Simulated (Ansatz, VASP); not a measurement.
**Si4Cl: VASP beside Ansatz**

```
Si Cl
1.0
     4.68062    0.00000    0.00000
     0.00000    4.68062    0.00000
     0.00000    0.00000    4.68062
Si Cl
4 1
Direct
  0.50000 0.00000 0.00000
  0.00000 0.50000 0.00000
  0.00000 0.00000 0.50000
  0.50000 0.50000 0.50000
  0.00000 0.00000 0.00000
```

Alike in both runs: functional PBE; k mesh 4 × 4 × 4; occupations gaussian, width 0.2 eV; no spin polarisation.

Ansatz relaxed the structure, and its values are those at the end. VASP's run is a single point on that final structure, the one shown.

|  | VASP | Ansatz |
| --- | --- | --- |
| version | VASP 6.6.1 | Ansatz 0.2.0 |
| potentials or method | VASP PAW PBE potentials, release 64 (Si, Cl), cutoff 500 eV | scalar-relativistic, plane waves, PAW |
| valence electrons in the cell | 23 | 23 |

VASP gave:

* gap on the k mesh at the Fermi level (eV): none
* pressure (GPa): 0.8

Q: What did Ansatz give for the same quantities?

A: gap on the k mesh at the Fermi level (eV): none; pressure (GPa): 0.7.

A gap of «none» marks a metal or a gap that the smearing closes.
